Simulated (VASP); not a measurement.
Crystal: Re.

```
Re
1.0
     2.76080    0.00000    0.00000
    -1.38040    2.39092    0.00000
     0.00000    0.00000    4.45820
Re
2
Direct
  0.66667 0.33333 0.75000
  0.33333 0.66667 0.25000
```

- Program: VASP 6.6.1
- Task: relaxation of cell and atoms
- Functional: BLYP
- Dispersion: D3(BJ)
- Potentials or basis: VASP PAW PBE potentials, release 64 (Re)
- Cutoff: 600 eV
- k mesh: 11 × 11 × 6
- Occupations: fermi-dirac, width 0.05 eV
- Spin: no spin polarisation

At the start: pressure 4.1 GPa; volume 14.71 Å³/atom.

Task: Where does the relaxation end?

Result: Over 5 steps the energy falls by 2.0 meV/atom and the volume is 14.87 Å³/atom (+1.1 %); space group P6_3/mmc (No. 194, to 0.1 Å) before and after.

Step by step:
```csv
step,energy change (eV),largest force (eV/Å),pressure (GPa),volume (Å³)
1,0.0000,0.0000,4.06,29.43
2,0.0567,0.0000,-14.37,31.04
3,-0.0040,0.0000,-0.10,29.75
4,-0.0040,0.0000,-0.02,29.75
5,-0.0041,0.0000,0.03,29.74
```

Final structure:
```
Re
1.0
     2.77348    0.00000    0.00000
    -1.38674    2.40190    0.00000
     0.00000    0.00000    4.46476
Re
2
Direct
  0.66667 0.33333 0.75000
  0.33333 0.66667 0.25000
```

Caveat: the PAW data sets were made with another functional, which shifts forces and pressure a little.
